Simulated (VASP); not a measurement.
# ZrTa2C2 (P-3m1) in VASP: relaxation of cell and atoms with PBE

Aim: the relaxation of cell and atoms of ZrTa2C2 with PBE.

All numbers are computed with VASP 6.6.1; they aren't measurements. Logs are shortened: lines on timing, memory, paths and dates and some standing lists are left out, and cuts for length are marked.

## 1. The cell of the first run

The structure is trigonal, space group P-3m1 (No. 164). The conventional cell has a = 3.208 Å, b = 3.208 Å, c = 7.700 Å, α = 90.00°, β = 90.00°, γ = 120.00°. Zr (site symmetry -3m) has 6 C at 2.35 Å within 3.1 Å. Within 2.9 Å of Ta (site symmetry 3m) lie 3 C at 2.16 Å. C (site symmetry 3m) has 3 Ta at 2.16 Å and 3 Zr at 2.35 Å within 2.9 Å.

## 2. Relaxation of cell and atoms, PBE

File INCAR:

```
SYSTEM = ZrTa2C2
ALGO     = Normal         ! electronic algorithm
EDIFF    = 1E-6           ! SCF threshold, eV
EDIFFG   = -0.01          ! ionic threshold
ENCUT    = 600            ! plane-wave cutoff, eV
GGA      = PE             ! functional
IBRION   = 2              ! ionic algorithm
ISIF     = 3              ! what is computed and relaxed
ISMEAR   = 0              ! smearing method
LASPH    = .TRUE.         ! aspherical terms in the spheres
LCHARG   = .FALSE.        ! write CHGCAR
LREAL    = .FALSE.        ! projectors in reciprocal space
LWAVE    = .FALSE.        ! write WAVECAR
NELM     = 100            ! most SCF steps
NSW      = 100            ! ionic steps
PREC     = Accurate       ! precision mode
SIGMA    = 0.1            ! smearing width, eV
```

File KPOINTS:

```
k-points
0
G
  12 12 6
  0 0 0
```

File POSCAR:

```
ZrTa2C2
1.0
    3.2076393000      0.0000000000      0.0000000000
   -1.6038196000      2.7778971000      0.0000000000
    0.0000000000      0.0000000000      7.7004612000
Zr Ta C
1 2 2
Direct
    0.0000000000      0.0000000000      0.0000000000
    0.3333333000      0.6666667000      0.3334490000
    0.6666667000      0.3333333000      0.6665510000
    0.3333333000      0.6666667000      0.8111560000
    0.6666667000      0.3333333000      0.1888440000
```

Potentials or basis: VASP PAW PBE potentials, release 64 (Zr_sv, Ta_pv, C).

Command:

```bash
> cat potpaw_PBE.64/Zr_sv/POTCAR potpaw_PBE.64/Ta_pv/POTCAR potpaw_PBE.64/C/POTCAR > POTCAR
> mpirun -np 1 vasp_std > vasp.out
```

OUTCAR:

```text
SYSTEM = ZrTa2C2
   EDIFF = 1E-6
   EDIFFG = -0.01
   ENCUT = 600
   GGA = PE
   IBRION = 2
   ISIF = 3
   ISMEAR = 0
   LASPH = .TRUE.
   LREAL = .FALSE.
   NELM = 100
   NSW = 100
   PREC = Accurate

 ion  position               nearest neighbor table
   1  0.000  0.000  0.000-   4 2.35   5 2.35   4 2.35   5 2.35   5 2.35   4 2.35   2 3.17   3 3.17
                             2 3.17   3 3.17   2 3.17   3 3.17
   2  0.333  0.667  0.333-   5 2.16   5 2.16   5 2.16   3 3.16   3 3.16   3 3.16   1 3.17   1 3.17
                             1 3.17
   3  0.667  0.333  0.667-   4 2.16   4 2.16   4 2.16   2 3.16   2 3.16   2 3.16   1 3.17   1 3.17
                             1 3.17
   4  0.333  0.667  0.811-   3 2.16   3 2.16   3 2.16   1 2.35   1 2.35   1 2.35
   5  0.667  0.333  0.189-   2 2.16   2 2.16   2 2.16   1 2.35   1 2.35   1 2.35

  LATTYP: Found a hexagonal cell.
 ALAT       =     3.2076393000
 C/A-ratio  =     2.4006630671

  Lattice vectors:

 A1 = (   3.2076393000,   0.0000000000,   0.0000000000)
 A2 = (  -1.6038196000,   2.7778971000,   0.0000000000)
 A3 = (   0.0000000000,   0.0000000000,   7.7004612000)

Analysis of symmetry for initial positions (statically):
=====================================================================
 Subroutine PRICEL returns:
 Original cell was already a primitive cell.

 Routine SETGRP: Setting up the symmetry group for a
 hexagonal supercell.

 Subroutine GETGRP returns: Found 12 space group operations
 (whereof 12 operations were pure point group operations)
 out of a pool of 24 trial point group operations.

The static configuration has the point symmetry D_3d.

Analysis of symmetry for dynamics (positions and initial velocities):
=====================================================================
 Subroutine PRICEL returns:
 Original cell was already a primitive cell.

 Routine SETGRP: Setting up the symmetry group for a
 hexagonal supercell.

 Subroutine GETGRP returns: Found 12 space group operations
 (whereof 12 operations were pure point group operations)
 out of a pool of 24 trial point group operations.

The dynamic configuration has the point symmetry D_3d.

 Subroutine INISYM returns: Found 12 space group operations
 (whereof 12 operations are pure point group operations),
 and found     1 'primitive' translations

----------------------------------------------------------------------------------------

                                     Primitive cell

  volume of cell :      68.6149

  direct lattice vectors                    reciprocal lattice vectors
     3.207639300  0.000000000  0.000000000     0.311755751  0.179992263  0.000000000
    -1.603819600  2.777897100  0.000000000     0.000000000  0.359984537  0.000000000
     0.000000000  0.000000000  7.700461200     0.000000000  0.000000000  0.129862352

  length of vectors
     3.207639300  3.207639258  7.700461200     0.359984532  0.359984537  0.129862352

  position of ions in fractional coordinates (direct lattice)
     0.000000000  0.000000000  0.000000000
     0.333333300  0.666666700  0.333449000
     0.666666700  0.333333300  0.666551000
     0.333333300  0.666666700  0.811156000
     0.666666700  0.333333300  0.188844000

  ion indices of the primitive-cell ions
   primitive index   ion index
                 1           1
                 2           2
                 3           3
                 4           4
                 5           5

----------------------------------------------------------------------------------------

 KPOINTS: k-points

Automatic generation of k-mesh.
 Grid dimensions read from file:
 generate k-points for:   12   12    6

 Generating k-lattice:

  Cartesian coordinates                     Fractional coordinates (reciprocal lattice)
     0.025979646  0.014999355  0.000000000     0.083333333  0.000000000  0.000000000
     0.000000000  0.029998711  0.000000000     0.000000000  0.083333333  0.000000000
     0.000000000  0.000000000  0.021643725     0.000000000  0.000000000  0.166666667

  Length of vectors
     0.029998711  0.029998711  0.021643725

  Shift w.r.t. Gamma in fractional coordinates (k-lattice)
     0.000000000  0.000000000  0.000000000

 Subroutine IBZKPT returns following result:
 ===========================================

 Found    100 irreducible k-points:

 Following reciprocal coordinates:
            Coordinates               Weight
  0.000000  0.000000  0.000000      1.000000
  0.083333  0.000000  0.000000      6.000000
  0.166667  0.000000  0.000000      6.000000
  0.250000 -0.000000  0.000000      6.000000
  0.333333  0.000000  0.000000      6.000000
  0.416667 -0.000000  0.000000      6.000000
[... 16 lines left out ...]
  0.166667  0.000000  0.166667      6.000000
  0.000000  0.166667  0.166667      6.000000
 [... further k-points ...]
   k-points           NKPTS =    100   k-points in BZ     NKDIM =    100   number of bands    NBANDS=     25
   number of dos      NEDOS =    301   number of ions     NIONS =      5
   total plane-waves  NPLWV =  50176
   dimension x,y,z NGX =    28 NGY =   28 NGZ =   64
   dimension x,y,z NGXF=    56 NGYF=   56 NGZF=  128
   ions per type =               1   2   2
   NGX,Y,Z   is equivalent  to a cutoff of  14.51, 14.51, 13.82 a.u.
   NGXF,Y,Z  is equivalent  to a cutoff of  29.02, 29.02, 27.63 a.u.
 SYSTEM =  ZrTa2C2
   PREC   = accura    normal or accurate (medium, high low for compatibility)
   ISTART =      0    job   : 0-new  1-cont  2-samecut
   ICHARG =      2    charge: 1-file 2-atom 10-const
   ISPIN  =      1    spin polarized calculation?
   LNONCOLLINEAR =      F non collinear calculations
   LSORBIT =      F    spin-orbit coupling
   LASPH  =      T    aspherical Exc in radial PAW
   ENCUT  =  600.0 eV  44.10 Ry    6.64 a.u.   6.41  6.41 15.38*2*pi/ulx,y,z
   NELM   =    100;   NELMIN=  2; NELMDL= -5     # of ELM steps
   EDIFF  = 0.1E-05   stopping-criterion for ELM
   LREAL  =      F    real-space projection
   EDIFFG = -.1E-01   stopping-criterion for IOM
   NSW    =    100    number of steps for IOM
   IBRION =      2    ionic relax: 0-MD 1-quasi-New 2-CG
   NFREE  =      1    steps in history (QN), initial steepest desc. (CG)
   ISIF   =      3    stress and relaxation
   ISYM   =      2    0-nonsym 1-usesym 2-fastsym
   POTIM  = 0.5000    time-step for ionic-motion
   TEBEG  =    0.0;   TEEND  =   0.0 temperature during run
   PSTRESS=    0.0 pullay stress
   NELECT =      42.0000    total number of electrons
   NUPDOWN=      -1.0000    fix difference up-down
   EMIN   =  10.00;   EMAX   =-10.00  energy-range for DOS
   EFERMI =   0.00;   METHOD = LEGACY
   ISMEAR =     0;   SIGMA  =   0.10  broadening in eV -4-tet -1-fermi 0-gaus
   EFERMI_NEDOS =   21; number of points for ismear=-14 and -15
   IALGO  =     38    algorithm
   IMIX   =      4    mixing-type and parameters
     AMIX     =   0.40;   BMIX     =  1.00
     AMIX_MAG =   1.60;   BMIX_MAG =  1.00
  volume/ion in A,a.u.               =      13.72        92.61
  Fermi-wavevector in a.u.,A,eV,Ry     =   1.390012  2.626741 26.288259  1.932133
  Thomas-Fermi vector in A             =   2.513988
   LORBIT       =      0    0 simple, 1 ext, 2 COOP (PROOUT), +10 PAW based schemes
   GGA     = PE    functional components
   LHFCALC =     F    Hartree Fock is set to
   AEXX    =    0.0000 exact exchange contribution
   IVDW    =     0    specifies the selected vdW correction
   LEPSILON=     F    determine dielectric tensor
   LRPA    =     F    only Hartree local field effects (RPA)
 conjugate gradient relaxation of ions
 non-spin polarized calculation
 Gauss-broadening in eV      SIGMA  =   0.10
  energy-cutoff  :      600.00
  volume of cell :       68.61
 maximum number of plane-waves:      2334
 NGX is ok and might be reduce to    28
   NGX = 13   NGY = 13   NGZ = 31

--------------------------------------- Ionic step        1  -------------------------------------------

 number of electron      42.0000001 magnetization

 Free energy of the ion-electron system (eV)
  ---------------------------------------------------
  ext. energy  EPLUGINS =         0.00000000
  ---------------------------------------------------
  free energy    TOTEN  =       -53.72233668 eV

  energy without entropy =      -53.70952309  energy(sigma->0) =      -53.71592988

------------------------ aborting loop because EDIFF is reached ----------------------------------------

  FORCE on cell =-STRESS in cart. coord.  units (eV):
  Direction    XX          YY          ZZ          XY          YZ          ZX
  --------------------------------------------------------------------------------------
  -------------------------------------------------------------------------------------
  Total        0.1286558      0.1286558      0.0923888      0.0000000      0.0000000      0.0000000
  in kB        3.0041501      3.0041501      2.1573039      0.0000001      0.0000000      0.0000000
  external PRESSURE =       2.7218681 kB  Pullay stress =       0.0000000 kB
[... 63 lines left out ...]
  energy  without entropy=      -53.7092453023  energy(sigma->0) =      -53.71565006

--------------------------------------- Ionic step        3  -------------------------------------------

 number of electron      42.0000001 magnetization

 Free energy of the ion-electron system (eV)
  ---------------------------------------------------
  ext. energy  EPLUGINS =         0.00000000
  ---------------------------------------------------
  free energy    TOTEN  =       -53.72241469 eV

  energy without entropy =      -53.70960146  energy(sigma->0) =      -53.71600807

 E-fermi :   7.7060     XC(G=0): -12.4039

 val. band max:        7.7031191482   @ k =   0.1667   0.0000   0.1667
 cond. band min:       7.7120308366   @ k =   0.5000  -0.0000   0.0000
 fundamental gap:      0.0089116884
 Fermi energy:         7.7060030384

 k-point     1 :       0.0000    0.0000    0.0000
  band No.  band energies     occupation
      1     -40.7458      2.00000
      2     -26.8218      2.00000
      3     -26.5721      2.00000
      4     -26.5721      2.00000
      5     -26.5652      2.00000
      6     -26.5322      2.00000
[... 661 lines left out ...]
     24       9.0776      0.00000
     25       9.4869      0.00000

 [... further k-points ...]

------------------------ aborting loop because EDIFF is reached ----------------------------------------

  FORCE on cell =-STRESS in cart. coord.  units (eV):
  Direction    XX          YY          ZZ          XY          YZ          ZX
  --------------------------------------------------------------------------------------
  -------------------------------------------------------------------------------------
  Total       -0.0036297     -0.0036297     -0.0188729     -0.0000000      0.0000000     -0.0000000
  in kB       -0.0846650     -0.0846650     -0.4402186     -0.0000000      0.0000000     -0.0000000
  external PRESSURE =      -0.2031829 kB  Pullay stress =       0.0000000 kB
[... 20 lines left out ...]
  FREE ENERGIE OF THE ION-ELECTRON SYSTEM (eV)
  ---------------------------------------------------
  free  energy   TOTEN  =       -53.7224146887 eV

  energy  without entropy=      -53.7096014580  energy(sigma->0) =      -53.71600807

 reached required accuracy - stopping structural energy minimisation
```

Run time: 6.5 min. Hardware: 1 thread of Oxide Virtual Turin-like, shared host; peak memory 0.35 GiB.

Results:

| Item | Value |
| --- | --- |
| Free energy | -53.7224 eV |
| Relaxed volume | 13.74 Å³/atom |
| Relaxed cell | a = 3.209 Å, b = 3.209 Å, c = 7.703 Å, α = 90.00°, β = 90.00°, γ = 120.00° |
| Space group after relaxing (to 0.05 Å) | P-3m1 (No. 164) |
| Energy gained by relaxing | 0.0 meV/atom |
| Ionic steps | 3 |
| Pressure after relaxing | 0.0 GPa |
| Largest force after relaxing | 0.008 eV/Å |
| Band gap on the k mesh | zero (band 21 reaches 8.23 eV, above the bottom of band 22 at 7.58 eV) |

Forces on the atoms (eV/Å):
```
Zr   0.000  0.000  0.000
Ta   0.000  0.000  0.008
Ta   0.000  0.000 -0.008
C    0.000  0.000  0.005
C    0.000  0.000 -0.005
```

Final structure:
```
Zr Ta C
1.0
     3.20889    0.00000    0.00000
    -1.60445    2.77898    0.00000
     0.00000    0.00000    7.70262
Zr Ta C
1 2 2
Cartesian
  0.0000 0.0000 0.0000
  0.0000 1.8527 2.5689
  1.6044 0.9263 5.1338
  0.0000 1.8527 6.2483
  1.6044 0.9263 1.4544
```

Caveat: spin-orbit coupling is left out, which moves the levels of the heavy elements.
